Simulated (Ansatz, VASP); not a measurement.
Two plane-wave programs on WSe2

Contents of INCAR:

```
PREC = Accurate ; ENCUT = 400
EDIFF = 1E-6 ; ISMEAR = 0
SIGMA = 0.1 ; LREAL = False
LASPH = True ; NELM = 120
ALGO = Normal ; ISIF = 2
LWAVE = False ; LCHARG = True
LDIPOL = True ; IDIPOL = 3
DIPOL = 0.5 0.5 0.500 ; GGA = PE
IVDW = 12 ; LELF = True
LVHAR = True ; LVACPOTAV = True
NBANDS = 64 ; GGA_COMPAT = False
NELMDL = -8
```

The input KPOINTS:

```
Automatic mesh
0
Gamma
  6 6 1
```

The input POSCAR:

```
WSe2
1.0
    3.2790157165      0.0000000000      0.0000000000
   -1.6395078583      2.8397109099      0.0000000000
    0.0000000000      0.0000000000     71.1030913545
Se W
8 4
Direct
    0.3333333333      0.6666666667      0.3414165598
    0.3333333333      0.6666666667      0.3887954781
    0.6666666667      0.3333333333      0.4313458805
    0.6666666667      0.3333333333      0.4787247988
    0.3333333333      0.6666666667      0.5212752012
    0.3333333333      0.6666666667      0.5686541195
    0.6666666667      0.3333333333      0.6112045219
    0.6666666667      0.3333333333      0.6585834402
    0.6666666667      0.3333333333      0.3651060189
    0.3333333333      0.6666666667      0.4550353396
    0.6666666667      0.3333333333      0.5449646604
    0.3333333333      0.6666666667      0.6348939811
```

Input for Ansatz:

```yaml
crystal:
  lattice:
    - [3.2790157656, 0.0, 0.0]
    - [-1.6395078828, 2.8397109524, 0.0]
    - [0.0, 0.0, 71.1030929398]
  atoms:
    - { symbol: Se, position: [0.3333333333, 0.6666666667, 0.3414165577] }
    - { symbol: W, position: [0.6666666667, 0.3333333333, 0.3651060163] }
    - { symbol: Se, position: [0.3333333333, 0.6666666667, 0.3887954748] }
    - { symbol: Se, position: [0.6666666667, 0.3333333333, 0.4313458802] }
    - { symbol: W, position: [0.3333333333, 0.6666666667, 0.4550353388] }
    - { symbol: Se, position: [0.6666666667, 0.3333333333, 0.4787247973] }
    - { symbol: Se, position: [0.3333333333, 0.6666666667, 0.5212752027] }
    - { symbol: W, position: [0.6666666667, 0.3333333333, 0.5449646612] }
    - { symbol: Se, position: [0.3333333333, 0.6666666667, 0.5686541198] }
    - { symbol: Se, position: [0.6666666667, 0.3333333333, 0.6112045252] }
    - { symbol: W, position: [0.3333333333, 0.6666666667, 0.6348939837] }
    - { symbol: Se, position: [0.6666666667, 0.3333333333, 0.6585834423] }
  periodic: [true, true, false]
basis:
  ecutwfc: 420
kpoints:
  mp_grid: { grid: [6, 6, 1] }
hamiltonian:
  xc: pbe
  dispersion: d3bj
scf:
  occupations: { method: gaussian, width: 0.1 }
output:
  forces: true
  stress: true
  eigenvalues: true
```

Alike in both runs: task single point; functional PBE; dispersion D3(BJ); k mesh 6 × 6 × 1; occupations gaussian, width 0.1 eV; no spin polarisation.

|  | VASP | Ansatz |
| --- | --- | --- |
| version | VASP 6.6.1 | Ansatz 0.2.0 |
| potentials or method | VASP PAW PBE potentials, release 64 (Se, W_sv), cutoff 400 eV | scalar-relativistic, plane waves, PAW |
| valence electrons in the cell | 104 | 184 |

```tsv
	VASP	Ansatz	Ansatz less VASP
gap on the k mesh at the Fermi level (eV)	1.02	1.02	+0.005
least direct gap on the mesh (eV)	1.59	1.59	+0.003
rms of the force components (eV/Å)	0.030	0.009	-0.0203
```

VASP's potentials hold 104 valence electrons a cell and Ansatz's 184, so a difference there can come from the potentials and not from the codes.

Spin-orbit coupling is off throughout.
